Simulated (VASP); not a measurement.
Set up this calculation in VASP 6.6.1, as the native input.

| Property | Result |
| --- | --- |
| Task | single point |
| Functional | r2SCAN |
| Potentials or basis | VASP PAW PBE potentials, release 64 (Mg_sv, O) |
| Cutoff | 660 eV |
| k mesh | 6 × 6 × 6 |
| Occupations | gaussian, width 0.05 eV |
| Spin | no spin polarisation |
| Dipole correction | no |
| Second run | valence_matched |
| Further INCAR settings | ALGO = Normal; EDIFF = 1e-06; NBANDS = 24 |

The system is MgO.

```
Mg O
1.0
     3.48410    0.00000    0.00000
    -1.74205    3.01732    0.00000
     0.00000    0.00000    4.18569
Mg O
2 2
Cartesian
  1.7421 1.0058 3.1393
  0.0000 2.0115 1.0464
  1.7421 1.0058 1.0464
  0.0000 2.0115 3.1393
```

These files were run (other wordings do the same):

POSCAR

```
MgO
1.0
    3.4841042127      0.0000000000      0.0000000000
   -1.7420521064      3.0173227576      0.0000000000
    0.0000000000      0.0000000000      4.1856875957
Mg O
2 2
Direct
    0.6666666667      0.3333333333      0.7500000000
    0.3333333333      0.6666666667      0.2500000000
    0.6666666667      0.3333333333      0.2500000000
    0.3333333333      0.6666666667      0.7500000000
```

INCAR.step1

```
SYSTEM = MgO
PREC = Accurate
ENCUT = 660
ISMEAR = 0
SIGMA = 0.05
LREAL = .False.
LASPH = .True.
NELM = 120
NBANDS = 24
GGA = PE
ALGO = Normal
EDIFF = 1E-5
LWAVE = .True.
LCHARG = .False.
GGA_COMPAT = .False.
```

INCAR.step2

```
SYSTEM = MgO
PREC = Accurate
ENCUT = 660
EDIFF = 1E-6
ISMEAR = 0
SIGMA = 0.05
LREAL = .False.
LASPH = .True.
NELM = 120
ALGO = Normal
ISIF = 2
LWAVE = .False.
LCHARG = .True.
METAGGA = R2SCAN
LMIXTAU = .True.
LELF = .True.
LVHAR = .True.
NBANDS = 24
ISTART = 1
GGA_COMPAT = .False.
```

KPOINTS

```
Automatic mesh
0
Gamma
  6 6 6
  0 0 0
```

Potentials or basis: VASP PAW PBE potentials, release 64 (Mg_sv, O).

The run is started by

```bash
$ cat potpaw_PBE.64/Mg_sv/POTCAR potpaw_PBE.64/O/POTCAR > POTCAR
$ cp INCAR.step1 INCAR
$ mpirun -np 1 vasp_std > vasp.out
$ cp INCAR.step2 INCAR
$ mpirun -np 1 vasp_std > vasp.out
```

It gave:

The pressure is -0.3 GPa. The band gap on the k mesh is 4.11 eV, direct.

Caveat: the PAW data sets were made with another functional, which shifts forces and pressure a little.

Wall time 90 s on 1 thread of Intel(R) Xeon(R) Platinum 8559C (Emerald Rapids) (shared host), peak memory 0.19 GiB.
